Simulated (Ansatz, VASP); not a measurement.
# One calculation of BP, two programs

```
CELL_PARAMETERS angstrom
3.20329 0.00000 0.00000
-1.60165 2.77413 0.00000
0.00000 0.00000 8.35666
ATOMIC_POSITIONS crystal
B 0.33333 0.66667 0.25000
B 0.66667 0.33333 0.75000
P 0.33333 0.66667 0.75000
P 0.66667 0.33333 0.25000
```

Alike in both runs: functional r2SCAN; k mesh 12 × 12 × 4; occupations gaussian, width 0.1 eV; no spin polarisation.

Ansatz relaxed the structure, and its values are those at the end. VASP's run is a single point on that final structure, the one shown.

|  | VASP | Ansatz |
| --- | --- | --- |
| version | VASP 6.6.1 | Ansatz 0.2.0 |
| potentials or method | VASP PAW PBE potentials, release 64 (B, P), cutoff 520 eV | scalar-relativistic, plane waves, PAW |
| valence electrons in the cell | 16 | 16 |

```csv
,VASP,Ansatz,Ansatz less VASP
gap on the k mesh at the Fermi level (eV),1.07,1.05,-0.022
least direct gap on the mesh (eV),1.07,1.05,-0.022
pressure (GPa),-0.2,0.1,+0.34
```

VASP's potentials were made for PBE, not for r2SCAN. With one functional, cell and mesh, what is left measures potentials, basis and numerics.
